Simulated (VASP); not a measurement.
A run of VASP 6.6.1 is set up as follows.

The input POSCAR:

```
Ir
1.0
    2.5683381836      0.0000000000      0.0000000000
   -1.2841690918      2.2242461125      0.0000000000
    0.0000000000      0.0000000000      4.9932208297
Ir
2
Direct
    0.6666666667      0.3333333333      0.7500000000
    0.3333333333      0.6666666667      0.2500000000
```

INCAR.step1

```
PREC     = Accurate       # precision mode
ENCUT    = 520            # plane-wave cutoff, eV
ISMEAR   = 0              # smearing method
SIGMA    = 0.15           # smearing width, eV
LREAL    = False          # projectors in reciprocal space
LASPH    = True           # aspherical terms in the spheres
NELM     = 100            # most SCF steps
NBANDS   = 16             # bands
GGA      = PE             # functional
ALGO     = Normal         # electronic algorithm
EDIFF    = 1E-4           # SCF threshold, eV
LWAVE    = True           # write WAVECAR
LCHARG   = False          # write CHGCAR
```

The input INCAR.step2:

```
PREC     = Accurate       # precision mode
ENCUT    = 520            # plane-wave cutoff, eV
EDIFF    = 1E-7           # SCF threshold, eV
ISMEAR   = 0              # smearing method
SIGMA    = 0.15           # smearing width, eV
LREAL    = False          # projectors in reciprocal space
LASPH    = True           # aspherical terms in the spheres
NELM     = 100            # most SCF steps
ALGO     = Normal         # electronic algorithm
ISIF     = 2              # what is computed and relaxed
LWAVE    = False          # write WAVECAR
LCHARG   = False          # write CHGCAR
METAGGA  = R2SCAN         # meta-GGA
LMIXTAU  = True         
NBANDS   = 16             # bands
ISTART   = 1
```

Contents of KPOINTS:

```
Automatic mesh
0
Gamma
  30 30 16
```

Potentials or basis: VASP PAW PBE potentials, release 64 (Ir).

Run with:

```bash
$ cat potpaw_PBE.64/Ir/POTCAR > POTCAR
$ cp INCAR.step1 INCAR
$ mpirun -np 1 vasp_std > vasp.out
$ cp INCAR.step2 INCAR
$ mpirun -np 1 vasp_std > vasp.out
```

Question: Predict the band gap on the k mesh.

Answer: Zero (bands 9 and 10 overlap by 3.79 eV).

Question: What does it give for the pressure?

Answer: 18.8 GPa.

Stress tensor (GPa, compression positive):
```
 43.99   0.00   0.00
  0.00  43.99   0.00
  0.00   0.00 -31.67
```

Caveat: the cell stands under pressure; the PAW data sets were made with another functional, which shifts forces and pressure a little; spin-orbit coupling is left out, which moves the levels of the heavy elements.
